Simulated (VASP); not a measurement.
A run of VASP 6.6.1 is set up as follows.

The input INCAR:

```
SYSTEM = BeTl2
PREC = Accurate
ENCUT = 600
EDIFF = 1E-6
ISMEAR = 0
SIGMA = 0.1
LREAL = .FALSE.
LASPH = .TRUE.
NELM = 100
ALGO = Fast
ISIF = 3
LWAVE = .FALSE.
LCHARG = .FALSE.
GGA = PE
IBRION = 2
NSW = 100
EDIFFG = -0.01
```

The input KPOINTS:

```
Automatic mesh
0
G
  8 8 8
  0 0 0
```

Contents of POSCAR:

```
BeTl2
1.0
    0.0000000000      4.4651009932      4.4651009932
    4.4651009932      0.0000000000      4.4651009932
    4.4651009932      4.4651009932      0.0000000000
Be Tl
2 4
Direct
    0.5000000000      0.5000000000      0.5000000000
    0.7500000000      0.7500000000      0.7500000000
    0.1250000000      0.1250000000      0.1250000000
    0.6250000000      0.1250000000      0.1250000000
    0.1250000000      0.1250000000      0.6250000000
    0.1250000000      0.6250000000      0.1250000000
```

Potentials or basis: VASP PAW PBE potentials, release 64 (Be, Tl_d).

Run with:

```sh
$ cat potpaw_PBE.64/Be/POTCAR potpaw_PBE.64/Tl_d/POTCAR > POTCAR
$ mpirun -np 1 vasp_std > vasp.out
```

Question: What does it give for the relaxed cell?

Answer: a = 6.309 Å, b = 6.309 Å, c = 6.309 Å, α = 60.00°, β = 60.00°, γ = 60.00°.

Question: Predict the relaxed volume.

Answer: 29.60 Å³/atom.

Final structure:
```yaml
crystal:
  lattice:
    - [0.00000, 4.46138, 4.46138]
    - [4.46138, 0.00000, 4.46138]
    - [4.46138, 4.46138, 0.00000]
  atoms:
    - { symbol: Be, position: [0.50000, 0.50000, 0.50000] }
    - { symbol: Be, position: [0.75000, 0.75000, 0.75000] }
    - { symbol: Tl, position: [0.12500, 0.12500, 0.12500] }
    - { symbol: Tl, position: [0.62500, 0.12500, 0.12500] }
    - { symbol: Tl, position: [0.12500, 0.12500, 0.62500] }
    - { symbol: Tl, position: [0.12500, 0.62500, 0.12500] }
```
